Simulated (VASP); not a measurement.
SiO2: single point with LDA

Crystal: SiO2.

```
Si O
1.0
     4.49711    0.00000    0.00000
     0.00000    8.10414    0.00000
     0.00000    0.00000    7.76751
Si O
8 16
Direct
  0.18473 0.06215 0.15761
  0.18473 0.43785 0.65761
  0.68473 0.56215 0.84239
  0.31527 0.43785 0.15761
  0.81527 0.56215 0.34239
  0.81527 0.93785 0.84239
  0.68473 0.93785 0.34239
  0.31527 0.06215 0.65761
  0.52026 0.04680 0.82662
  0.52026 0.45320 0.32662
  0.47974 0.54680 0.67338
  0.25000 0.25000 0.62762
  0.02026 0.54680 0.17338
  0.47974 0.95320 0.17338
  0.97974 0.04680 0.32662
  0.00000 0.50000 0.50000
  0.75000 0.75000 0.37238
  0.75000 0.75000 0.87238
  0.97974 0.45320 0.82662
  0.50000 0.50000 0.00000
  0.25000 0.25000 0.12762
  0.02026 0.95320 0.67338
  0.00000 0.00000 0.00000
  0.50000 0.00000 0.50000
```

* Program: VASP 6.6.1
* Task: single point
* Functional: LDA
* Potentials or basis: VASP PAW LDA potentials, release 64 (Si, O)
* Cutoff: 520 eV
* k mesh: 6 × 4 × 4
* Occupations: gaussian, width 0.02 eV
* Spin: no spin polarisation

| Item | Value |
| --- | --- |
| Pressure | 13.3 GPa |
| Largest force | 0.059 eV/Å |
| Band gap on the k mesh | 5.70 eV |

Forces in eV/Å, atoms in the order of the input:
```
Si   0.006  0.022 -0.055
Si   0.006 -0.022 -0.055
Si   0.006  0.022  0.055
Si  -0.006 -0.022 -0.055
Si  -0.006  0.022  0.055
Si  -0.006 -0.022  0.055
Si   0.006 -0.022  0.055
Si  -0.006  0.022 -0.055
O   -0.020  0.026  0.045
O   -0.020 -0.026  0.045
O    0.020  0.026 -0.045
O    0.000  0.000  0.001
O   -0.020  0.026 -0.045
O    0.020 -0.026 -0.045
O    0.020  0.026  0.045
O    0.000  0.000  0.000
O    0.000  0.000 -0.001
O    0.000  0.000 -0.001
O    0.020 -0.026  0.045
O    0.000  0.000  0.000
O    0.000  0.000  0.001
O   -0.020 -0.026 -0.045
O    0.000  0.000  0.000
O    0.000  0.000  0.000
```

Stress tensor (GPa, compression positive):
```
13.50  0.00  0.00
 0.00 13.38  0.00
 0.00  0.00 13.17
```

Levels at points of the mesh, in eV from the valence-band top:
| k point | band 61 | band 62 | band 63 | band 64 | band 65 | band 66 | band 67 | band 68 |
| --- | --- | --- | --- | --- | --- | --- | --- | --- |
| (0.00, 0.00, 0.00) | -0.56 | -0.40 | -0.38 | 0.00 | 5.70 | 8.04 | 8.09 | 8.66 |
| (0.50, 0.00, 0.00) | -0.48 | -0.48 | -0.38 | -0.38 | 8.00 | 8.00 | 8.91 | 8.91 |
| (0.00, 0.50, 0.00) | -0.42 | -0.42 | -0.31 | -0.31 | 6.63 | 6.63 | 8.38 | 8.38 |
| (0.50, 0.50, 0.00) | -0.49 | -0.49 | -0.48 | -0.48 | 8.27 | 8.27 | 8.48 | 8.48 |
| (0.00, 0.00, 0.50) | -0.56 | -0.56 | -0.13 | -0.13 | 6.65 | 6.65 | 8.27 | 8.27 |
| (0.50, 0.00, 0.50) | -0.52 | -0.52 | -0.52 | -0.52 | 8.55 | 8.55 | 8.55 | 8.55 |
| (0.00, 0.50, 0.50) | -0.40 | -0.40 | -0.40 | -0.40 | 7.39 | 7.39 | 7.39 | 7.39 |
| (0.50, 0.50, 0.50) | -0.62 | -0.62 | -0.56 | -0.56 | 8.55 | 8.55 | 8.83 | 8.83 |

Run time: 24 min on 1 thread of Oxide Virtual Turin-like Processor, with other jobs on the host, peak memory 0.56 GiB.

Caveat: the cell stands under pressure. A k mesh can miss the band edges.
